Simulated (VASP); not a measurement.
Set up this calculation in VASP 6.6.1, as the native input.

```
Task                   : single point
Functional             : PBE
Potentials or basis    : VASP PAW PBE potentials, release 64 (Sn_d, S)
Cutoff                 : 500 eV
k mesh                 : 6 × 6 × 3
Occupations            : gaussian, width 0.01 eV
Spin                   : no spin polarisation
Dipole correction      : no
Further INCAR settings : ALGO = Normal; EDIFF = 1e-06; NBANDS = 20
```

The structure of SnS2 lies in POSCAR:

```
SnS2
1.0
    3.6390000000      0.0000000000      0.0000000000
   -1.8195000000      3.1514664444      0.0000000000
    0.0000000000      0.0000000000      5.8680000000
Sn S
1 2
Direct
    0.0000000000      0.0000000000      0.0000000000
    0.3333333333      0.6666666667      0.2500000000
    0.6666666667      0.3333333333      0.7500000000
```

These files were run (other wordings do the same):

INCAR

```
  PREC = Accurate
  ENCUT = 500
  EDIFF = 1E-6
  ISMEAR = 0
  SIGMA = 0.01
  LREAL = F
  LASPH = T
  NELM = 120
  ALGO = Normal
  ISIF = 2
  LWAVE = F
  LCHARG = F
  GGA = PE
  NBANDS = 20
  GGA_COMPAT = F
```

KPOINTS

```
regular mesh
0
Gamma
  6 6 3
```

Potentials or basis: VASP PAW PBE potentials, release 64 (Sn_d, S).

Launch:

```sh
$ cat potpaw_PBE.64/Sn_d/POTCAR potpaw_PBE.64/S/POTCAR > POTCAR
$ mpirun -np 1 vasp_std > vasp.out
```

Results of the run:

* Pressure: 4.2 GPa
* Largest force: 0.223 eV/Å
* Band gap on the k mesh: 1.45 eV (least direct gap 2.00 eV)

Caveat: the cell stands under pressure; spin-orbit coupling is left out, which moves the levels of the heavy elements; this functional lacks dispersion, which binds layers or chains, so the pressure and a relaxed spacing across them are unreliable.

Wall time 11 s on 1 thread of Intel(R) Xeon(R) Platinum 8488C (Sapphire Rapids), with other jobs on the host, peak memory 0.19 GiB.
